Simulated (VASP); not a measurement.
Set up this calculation in VASP 6.6.1, as the native input.

| Item | Value |
| --- | --- |
| Task | single point |
| Functional | PBE |
| Potentials or basis | VASP PAW PBE potentials, release 64 (Fe, Ge_d) |
| Cutoff | 520 eV |
| k mesh | 10 × 10 × 10 |
| Occupations | gaussian, width 0.05 eV |
| Spin | no spin polarisation |
| Dipole correction | no |
| Further INCAR settings | ALGO = Normal; EDIFF = 1e-06; NBANDS = 42 |

The structure of FeGe lies in POSCAR:

```
FeGe
1.0
    4.9603830343      0.0000000000      0.0000000000
   -2.4801915171      4.2958177202      0.0000000000
    0.0000000000      0.0000000000      3.8895623351
Fe Ge
3 3
Direct
    0.5000000000      0.0000000000      0.0000000000
    0.5000000000      0.5000000000      0.0000000000
    0.0000000000      0.5000000000      0.0000000000
    0.0000000000      0.0000000000      0.0000000000
    0.3333333333      0.6666666667      0.5000000000
    0.6666666667      0.3333333333      0.5000000000
```

One way to write it, as run:

INCAR

```
SYSTEM = FeGe
PREC = Accurate ; ENCUT = 520
EDIFF = 1E-6 ; ISMEAR = 0
SIGMA = 0.05 ; LREAL = .FALSE.
LASPH = .TRUE. ; NELM = 80
ALGO = Normal ; ISIF = 2
LWAVE = .FALSE. ; LCHARG = .TRUE.
GGA = PE ; LELF = .TRUE.
LVHAR = .TRUE. ; NBANDS = 42
```

KPOINTS

```
Automatic mesh
0
G
  10 10 10
  0 0 0
```

Potentials or basis: VASP PAW PBE potentials, release 64 (Fe, Ge_d).

Launch:

```console
$ cat potpaw_PBE.64/Fe/POTCAR potpaw_PBE.64/Ge_d/POTCAR > POTCAR
$ mpirun -np 1 vasp_std > vasp.out
```

It gave:

* Pressure: 3.7 GPa
* Band gap on the k mesh: zero (bands 33 and 34 overlap by 0.53 eV)

Caveat: the cell stands under pressure; the run has no spin polarisation, though such a crystal can be magnetic.

Wall time 6.4 min on 1 thread of Intel Xeon 8259CL (shared host), peak memory 0.36 GiB.
